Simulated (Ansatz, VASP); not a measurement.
## CdSe: VASP beside Ansatz

```
Cd Se
1.0
     0.00000    3.07027    3.07027
     3.07027    0.00000    3.07027
     3.07027    3.07027    0.00000
Cd Se
1 1
Cartesian
  0.0000 0.0000 0.0000
  4.4755 4.7353 4.7353
```

Change from the starting cell: all Se atoms moved -0.225 Å, as atom 2 towards its neighbour atom 1 (Cd) at 2.659 Å.

Alike in both runs: task single point; functional PBE; k mesh 10 × 10 × 10; occupations gaussian, width 0.05 eV; no spin polarisation.

```csv
,VASP,Ansatz
version,VASP 6.6.1,Ansatz 0.2.0
potentials or method,"VASP PAW PBE potentials, release 64 (Cd, Se), cutoff 520 eV","scalar-relativistic, plane waves, PAW"
valence electrons in the cell,18,36
```

```tsv
	VASP	Ansatz	Ansatz less VASP
gap on the k mesh at the Fermi level (eV)	0.54	0.54	+0.002
least direct gap on the mesh (eV)	0.54	0.54	+0.002
pressure (GPa)	2.3	2.0	-0.31
traceless stress, the component that is largest in VASP (GPa)	1.55	1.48	-0.074
rms of the force components (eV/Å)	0.374	0.364	-0.0103
```

Atom by atom the forces differ by 0.010 eV/Å (rms over components). The functional is the same, so the differences come from potentials, cutoffs and numerics. VASP's potentials hold 18 valence electrons a cell and Ansatz's 36, so a difference there can come from the potentials and not from the codes.
